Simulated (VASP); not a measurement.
Wanted: the native input for a VASP 6.6.1 run.

```yaml
Task: relaxation of cell and atoms
Functional: LDA
Potentials_or_basis: VASP PAW LDA potentials, release 64 (Cd_sv_GW)
Cutoff: 630 eV
k_mesh: 9 × 9 × 9
Occupations: fermi-dirac, width 0.05 eV
Spin: no spin polarisation
Dipole_correction: no
Further_INCAR_settings: ALGO = Normal; EDIFF = 1e-07; IBRION = 2; EDIFFG = -0.01; NSW = 80; ISIF = 3
```

The structure of Cd lies in POSCAR:

```
Cd
1.0
    0.0000000000      2.2100000000      2.2100000000
    2.2100000000      0.0000000000      2.2100000000
    2.2100000000      2.2100000000      0.0000000000
Cd
1
Direct
    0.0000000000      0.0000000000      0.0000000000
```

This isn't the form of Cd at room conditions, which is hcp.

The input as run:

INCAR

```
PREC = Accurate ; ENCUT = 630
EDIFF = 1E-7 ; ISMEAR = -1
SIGMA = 0.05 ; LREAL = False
LASPH = True ; NELM = 120
ALGO = Normal ; ISIF = 3
LWAVE = False ; LCHARG = False
GGA = CA ; IBRION = 2
NSW = 80 ; EDIFFG = -0.01
GGA_COMPAT = False ; NELMIN = 4
```

KPOINTS

```
regular mesh
0
Gamma
  9 9 9
```

Potentials or basis: VASP PAW LDA potentials, release 64 (Cd_sv_GW).

The run is started by

```console
$ cat potpaw_LDA.64/Cd_sv_GW/POTCAR > POTCAR
$ mpirun -np 1 vasp_std > vasp.out
```

It gave:

```
Relaxed volume                        : 20.06 Å³/atom
Relaxed cell                          : a = 3.050 Å, b = 3.050 Å, c = 3.050 Å, α = 60.00°, β = 60.00°, γ = 60.00°
Space group after relaxing (to 0.1 Å) : Fm-3m (No. 225)
Energy gained by relaxing             : 22.2 meV/atom
Ionic steps                           : 3
Pressure after relaxing               : 0.0 GPa
Band gap on the k mesh                : zero (bands 10 and 11 overlap by 1.51 eV)
```

It took 18 s on 1 thread of Intel(R) Xeon(R) 6975P-C (Granite Rapids), with other jobs on the host, peak memory 0.16 GiB.
